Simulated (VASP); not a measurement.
LiCl, 2 atoms in the cell. It takes space group Fm-3m (No. 225, cubic). Conventional cell: a = 5.046 Å, b = 5.046 Å, c = 5.046 Å, α = 90.00°, β = 90.00°, γ = 90.00°. Li (site symmetry m-3m) has 6 Cl at 2.52 Å within 3.3 Å. Cl (site symmetry m-3m) has 6 Li at 2.52 Å within 3.3 Å.  This cell differs from its parent crystal: volume scaled by 0.94.

| Item | Value |
| --- | --- |
| Program | VASP 6.6.1 |
| Task | single point |
| Functional | PBE |
| Potentials or basis | VASP PAW PBE potentials, release 64 (Li_sv, Cl) |
| Cutoff | 520 eV |
| k mesh | 8 × 8 × 8 |
| Occupations | gaussian, width 0.02 eV |
| Spin | no spin polarisation |
| Dipole correction | no |
| Further INCAR settings | ALGO = Normal; EDIFF = 1e-07; NBANDS = 12 |

Potentials or basis: VASP PAW PBE potentials, release 64 (Li_sv, Cl).

The run is started by

```bash
$ cat potpaw_PBE.64/Li_sv/POTCAR potpaw_PBE.64/Cl/POTCAR > POTCAR
$ mpirun -np 1 vasp_std > vasp.out
```

Hardware: 1 thread of Intel(R) Xeon(R) 6975P-C (Granite Rapids) (shared host).

Problem. Estimate the wall time of this run.

Solution. Wall time 13 s on 1 thread of Intel(R) Xeon(R) 6975P-C (Granite Rapids), with other jobs on the host, peak memory 0.15 GiB. Counts: scf iterations 14, k points 29.
